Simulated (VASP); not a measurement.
# SiC (F-43m) in VASP: single point with LDA

Aim: the single point of SiC with LDA.

Everything below comes from runs of VASP 6.6.1. Logs are shortened: lines on timing, memory, paths and dates and some standing lists are left out, and cuts for length are marked.

## (1) The cell of the first run

It takes space group F-43m (No. 216, cubic). The conventional cell has a = 4.329 Å, b = 4.329 Å, c = 4.329 Å, α = 90.00°, β = 90.00°, γ = 90.00°. Within 2.5 Å of Si (site symmetry -43m) lie 4 C at 1.87 Å. Within 2.5 Å of C (site symmetry -43m) lie 4 Si at 1.87 Å.

## (2) Single point, LDA (volume scaled by 1.000 of the coarse rest volume)

The input, INCAR:

```
PREC = Accurate
ENCUT = 600
EDIFF = 1E-6
ISMEAR = 0
SIGMA = 0.02
LREAL = F
LASPH = T
NELM = 120
ALGO = Normal
ISIF = 2
LWAVE = F
LCHARG = F
NBANDS = 11
GGA_COMPAT = F
```

The input, KPOINTS:

```
regular mesh
0
Gamma
  8 8 8
```

The input, POSCAR:

```
SiC
1.0
    0.0000000000      2.1645000000      2.1645000000
    2.1645000000      0.0000000000      2.1645000000
    2.1645000000      2.1645000000      0.0000000000
Si C
1 1
Direct
    0.0000000000      0.0000000000      0.0000000000
    0.2500000000      0.2500000000      0.2500000000
```

Potentials or basis: VASP PAW LDA potentials, release 64 (Si, C).

On the command line:

```
$ cat potpaw_LDA.64/Si/POTCAR potpaw_LDA.64/C/POTCAR > POTCAR
$ mpirun -np 1 vasp_std > vasp.out
```

OUTCAR:

```text
PREC = Accurate
   ENCUT = 600
   EDIFF = 1E-6
   ISMEAR = 0
   LREAL = F
   LASPH = T
   NELM = 120
   ISIF = 2

 ion  position               nearest neighbor table
   1  0.000  0.000  0.000-   2 1.87   2 1.87   2 1.87   2 1.87
   2  0.250  0.250  0.250-   1 1.87   1 1.87   1 1.87   1 1.87

  LATTYP: Found a face centered cubic cell.
 ALAT       =     4.3290000000

  Lattice vectors:

 A1 = (   0.0000000000,   2.1645000000,   2.1645000000)
 A2 = (   2.1645000000,   0.0000000000,   2.1645000000)
 A3 = (   2.1645000000,   2.1645000000,   0.0000000000)

Analysis of symmetry for initial positions (statically):
=====================================================================
 Subroutine PRICEL returns:
 Original cell was already a primitive cell.

 Routine SETGRP: Setting up the symmetry group for a
 face centered cubic supercell.

 Subroutine GETGRP returns: Found 24 space group operations
 (whereof 24 operations were pure point group operations)
 out of a pool of 48 trial point group operations.

The static configuration has the point symmetry T_d .

Analysis of symmetry for dynamics (positions and initial velocities):
=====================================================================
 Subroutine PRICEL returns:
 Original cell was already a primitive cell.

 Routine SETGRP: Setting up the symmetry group for a
 face centered cubic supercell.

 Subroutine GETGRP returns: Found 24 space group operations
 (whereof 24 operations were pure point group operations)
 out of a pool of 48 trial point group operations.

The dynamic configuration has the point symmetry T_d .

 Subroutine INISYM returns: Found 24 space group operations
 (whereof 24 operations are pure point group operations),
 and found     1 'primitive' translations

----------------------------------------------------------------------------------------

                                     Primitive cell

  volume of cell :      20.2816

  direct lattice vectors                    reciprocal lattice vectors
     0.000000000  2.164500000  2.164500000    -0.231000231  0.231000231  0.231000231
     2.164500000  0.000000000  2.164500000     0.231000231 -0.231000231  0.231000231
     2.164500000  2.164500000  0.000000000     0.231000231  0.231000231 -0.231000231

  length of vectors
     3.061065256  3.061065256  3.061065256     0.400104137  0.400104137  0.400104137

  position of ions in fractional coordinates (direct lattice)
     0.000000000  0.000000000  0.000000000
     0.250000000  0.250000000  0.250000000

  ion indices of the primitive-cell ions
   primitive index   ion index
                 1           1
                 2           2

----------------------------------------------------------------------------------------

 KPOINTS: regular mesh

Automatic generation of k-mesh.
 Grid dimensions read from file:
 generate k-points for:    8    8    8

 Generating k-lattice:

  Cartesian coordinates                     Fractional coordinates (reciprocal lattice)
    -0.028875029  0.028875029  0.028875029     0.125000000  0.000000000  0.000000000
     0.028875029 -0.028875029  0.028875029     0.000000000  0.125000000  0.000000000
     0.028875029  0.028875029 -0.028875029     0.000000000  0.000000000  0.125000000

  Length of vectors
     0.050013017  0.050013017  0.050013017

  Shift w.r.t. Gamma in fractional coordinates (k-lattice)
     0.000000000  0.000000000  0.000000000

 Subroutine IBZKPT returns following result:
 ===========================================

 Found     29 irreducible k-points:

 Following reciprocal coordinates:
            Coordinates               Weight
  0.000000  0.000000  0.000000      1.000000
  0.125000  0.000000  0.000000      8.000000
  0.250000  0.000000  0.000000      8.000000
  0.375000  0.000000  0.000000      8.000000
  0.500000  0.000000  0.000000      4.000000
  0.125000  0.125000  0.000000      6.000000
[... 16 lines left out ...]
  0.500000  0.250000  0.125000     48.000000
 -0.375000  0.250000  0.125000     24.000000
 [... further k-points ...]
   k-points           NKPTS =     29   k-points in BZ     NKDIM =     29   number of bands    NBANDS=     11
   number of dos      NEDOS =    301   number of ions     NIONS =      2
   total plane-waves  NPLWV =  13824
   dimension x,y,z NGX =    24 NGY =   24 NGZ =   24
   dimension x,y,z NGXF=    48 NGYF=   48 NGZF=   48
   ions per type =               1   1
   NGX,Y,Z   is equivalent  to a cutoff of  13.03, 13.03, 13.03 a.u.
   NGXF,Y,Z  is equivalent  to a cutoff of  26.07, 26.07, 26.07 a.u.
 SYSTEM =  unknown system
   PREC   = accura    normal or accurate (medium, high low for compatibility)
   ISTART =      0    job   : 0-new  1-cont  2-samecut
   ICHARG =      2    charge: 1-file 2-atom 10-const
   ISPIN  =      1    spin polarized calculation?
   LNONCOLLINEAR =      F non collinear calculations
   LSORBIT =      F    spin-orbit coupling
   LASPH  =      T    aspherical Exc in radial PAW
   ENCUT  =  600.0 eV  44.10 Ry    6.64 a.u.   6.11  6.11  6.11*2*pi/ulx,y,z
   NELM   =    120;   NELMIN=  2; NELMDL= -5     # of ELM steps
   EDIFF  = 0.1E-05   stopping-criterion for ELM
   LREAL  =      F    real-space projection
   EDIFFG = 0.1E-04   stopping-criterion for IOM
   NSW    =      0    number of steps for IOM
   IBRION =     -1    ionic relax: 0-MD 1-quasi-New 2-CG
   NFREE  =      0    steps in history (QN), initial steepest desc. (CG)
   ISIF   =      2    stress and relaxation
   ISYM   =      2    0-nonsym 1-usesym 2-fastsym
   POTIM  = 0.5000    time-step for ionic-motion
   TEBEG  =    0.0;   TEEND  =   0.0 temperature during run
   PSTRESS=    0.0 pullay stress
   NELECT =       8.0000    total number of electrons
   NUPDOWN=      -1.0000    fix difference up-down
   EMIN   =  10.00;   EMAX   =-10.00  energy-range for DOS
   EFERMI =   0.00;   METHOD = LEGACY
   ISMEAR =     0;   SIGMA  =   0.02  broadening in eV -4-tet -1-fermi 0-gaus
   EFERMI_NEDOS =   21; number of points for ismear=-14 and -15
   IALGO  =     38    algorithm
   IMIX   =      4    mixing-type and parameters
     AMIX     =   0.40;   BMIX     =  1.00
     AMIX_MAG =   1.60;   BMIX_MAG =  1.00
  volume/ion in A,a.u.               =      10.14        68.43
  Fermi-wavevector in a.u.,A,eV,Ry     =   1.200615  2.268834 19.612489  1.441477
  Thomas-Fermi vector in A             =   2.336447
   LORBIT       =      0    0 simple, 1 ext, 2 COOP (PROOUT), +10 PAW based schemes
   GGA     = CA    functional components
   LHFCALC =     F    Hartree Fock is set to
   AEXX    =    0.0000 exact exchange contribution
   IVDW    =     0    specifies the selected vdW correction
   LEPSILON=     F    determine dielectric tensor
   LRPA    =     F    only Hartree local field effects (RPA)
 non-spin polarized calculation
 Gauss-broadening in eV      SIGMA  =   0.02
  energy-cutoff  :      600.00
  volume of cell :       20.28
 maximum number of plane-waves:       700
   NGX = 13   NGY = 13   NGZ = 13

 number of electron       8.0000000 magnetization

 Free energy of the ion-electron system (eV)
  ---------------------------------------------------
  ext. energy  EPLUGINS =         0.00000000
  ---------------------------------------------------
  free energy    TOTEN  =       -16.64352860 eV

  energy without entropy =      -16.64352860  energy(sigma->0) =      -16.64352860

 E-fermi :   8.3890     XC(G=0): -11.6419

 val. band max:        8.2913317418   @ k =   0.0000   0.0000   0.0000
 cond. band min:       9.5781144785   @ k =   0.5000   0.5000   0.0000
 fundamental gap:      1.2867827367
 Fermi energy:         8.3890323976

 k-point     1 :       0.0000    0.0000    0.0000
  band No.  band energies     occupation
      1      -7.1821      2.00000
      2       8.2913      2.00000
      3       8.2913      2.00000
      4       8.2913      2.00000
      5      14.8190      0.00000
      6      15.6214      0.00000
      7      15.6214      0.00000
      8      15.6214      0.00000
      9      22.8673      0.00000
     10      22.8673      0.00000
     11      24.7741      0.00000

 k-point     2 :       0.1250    0.0000    0.0000
  band No.  band energies     occupation
      1      -6.8716      2.00000
      2       6.8152      2.00000
      3       8.0884      2.00000
      4       8.0884      2.00000
      5      14.9337      0.00000
      6      15.9750      0.00000
      7      15.9750      0.00000
      8      16.2328      0.00000
      9      21.6099      0.00000
     10      21.6099      0.00000
     11      24.3091      0.00000

 k-point     3 :       0.2500    0.0000    0.0000
  band No.  band energies     occupation
      1      -5.9614      2.00000
      2       3.9852      2.00000
      3       7.6805      2.00000
      4       7.6805      2.00000
      5      14.4103      0.00000
      6      16.2126      0.00000
      7      16.2126      0.00000
      8      17.7228      0.00000
      9      21.4365      0.00000
     10      21.4365      0.00000
     11      23.4230      0.00000

 k-point     4 :       0.3750    0.0000    0.0000
  band No.  band energies     occupation
      1      -4.5660      2.00000
      2       1.1961      2.00000
      3       7.3517      2.00000
      4       7.3517      2.00000
      5      14.0019      0.00000
      6      15.7627      0.00000
      7      15.7627      0.00000
      8      18.3146      0.00000
      9      23.4442      0.00000
     10      23.4442      0.00000
     11      23.8298      0.00000
[... 239 lines left out ...]
 k-point    22 :       0.3750    0.2500    0.1250
  band No.  band energies     occupation
      1      -5.1694      2.00000
      2       3.8261      2.00000
      3       5.3839      2.00000
      4       7.0072      2.00000
      5      13.6382      0.00000
      6      15.9537      0.00000
      7      16.8216      0.00000
      8      18.3994      0.00000
      9      20.5870      0.00000
     10      24.3210      0.00000
     11      27.7949      0.00000

 k-point    23 :       0.5000    0.2500    0.1250
  band No.  band energies     occupation
      1      -3.8251      2.00000
      2       1.7411      2.00000
      3       4.6524      2.00000
      4       6.3403      2.00000
      5      13.5576      0.00000
      6      15.9372      0.00000
      7      17.5341      0.00000
      8      18.7823      0.00000
      9      21.7074      0.00000
     10      24.8129      0.00000
     11      27.7031      0.00000

 k-point    24 :      -0.3750    0.2500    0.1250
  band No.  band energies     occupation
      1      -2.8197      2.00000
      2       0.3562      2.00000
      3       4.5505      2.00000
      4       5.9928      2.00000
      5      13.4925      0.00000
      6      15.6257      0.00000
      7      18.4842      0.00000
      8      19.3249      0.00000
      9      21.7457      0.00000
     10      24.5507      0.00000
     11      27.6671      0.00000

 [... further k-points ...]
[... 5 lines left out ...]
  --------------------------------------------------------------------------------------
  -------------------------------------------------------------------------------------
  Total        0.0329959      0.0329959      0.0329959      0.0000000      0.0000000      0.0000000
  in kB        2.6065587      2.6065587      2.6065587      0.0000000      0.0000000      0.0000000
  external PRESSURE =       2.6065587 kB  Pullay stress =       0.0000000 kB

 VOLUME and BASIS-vectors are now :
 -----------------------------------------------------------------------------
  energy-cutoff  :      600.00
  volume of cell :       20.28
      direct lattice vectors                 reciprocal lattice vectors
     0.000000000  2.164500000  2.164500000    -0.231000231  0.231000231  0.231000231
     2.164500000  0.000000000  2.164500000     0.231000231 -0.231000231  0.231000231
     2.164500000  2.164500000  0.000000000     0.231000231  0.231000231 -0.231000231

 POSITION                                       TOTAL-FORCE (eV/Angst)
 -----------------------------------------------------------------------------------
      0.00000      0.00000      0.00000         0.000000      0.000000     -0.000000
      1.08225      1.08225      1.08225        -0.000000     -0.000000      0.000000
 -----------------------------------------------------------------------------------
    total drift:                                0.000000      0.000000      0.000000

  FREE ENERGIE OF THE ION-ELECTRON SYSTEM (eV)
  ---------------------------------------------------
  free  energy   TOTEN  =       -16.6435286027 eV

  energy  without entropy=      -16.6435286027  energy(sigma->0) =      -16.64352860
```

It took 9.7 s on 1 thread of Intel Xeon 8259CL, shared host; peak memory 0.12 GiB.

What came out:

* Free energy: -16.6435 eV
* Pressure: 0.3 GPa
* Band gap on the k mesh: 1.29 eV, indirect (least direct gap 4.52 eV)

 A k mesh can miss the band edges.
